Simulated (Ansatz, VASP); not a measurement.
Two plane-wave programs on CdTe

```xyz
2
Lattice="0.0000 3.2448 3.2448 3.2448 0.0000 3.2448 3.2448 3.2448 0.0000" Properties=species:S:1:pos:R:3 pbc="T T T"
Cd    0.0000    0.0000    0.0000
Te    1.6224    1.6224    1.6224
```

Alike in both runs: task single point; functional PBEsol; k mesh 6 × 6 × 6; occupations gaussian, width 0.02 eV; no spin polarisation.

|  | VASP | Ansatz |
| --- | --- | --- |
| version | VASP 6.6.1 | Ansatz 0.2.0 |
| potentials or method | VASP PAW PBE potentials, release 64 (Cd, Te), cutoff 500 eV | scalar-relativistic, plane waves, PAW |
| valence electrons in the cell | 18 | 36 |

|  | VASP | Ansatz | Ansatz less VASP |
| --- | --- | --- | --- |
| gap on the k mesh at the Fermi level (eV) | 0.65 | 0.64 | -0.004 |
| least direct gap on the mesh (eV) | 0.65 | 0.64 | -0.004 |
| pressure (GPa) | 0.2 | 0.0 | -0.16 |

VASP's potentials were made for PBE, not for PBEsol, and Ansatz warns of the same on its side. VASP's potentials hold 18 valence electrons a cell and Ansatz's 36, so a difference there can come from the potentials and not from the codes.

Neither program's run includes spin-orbit coupling.
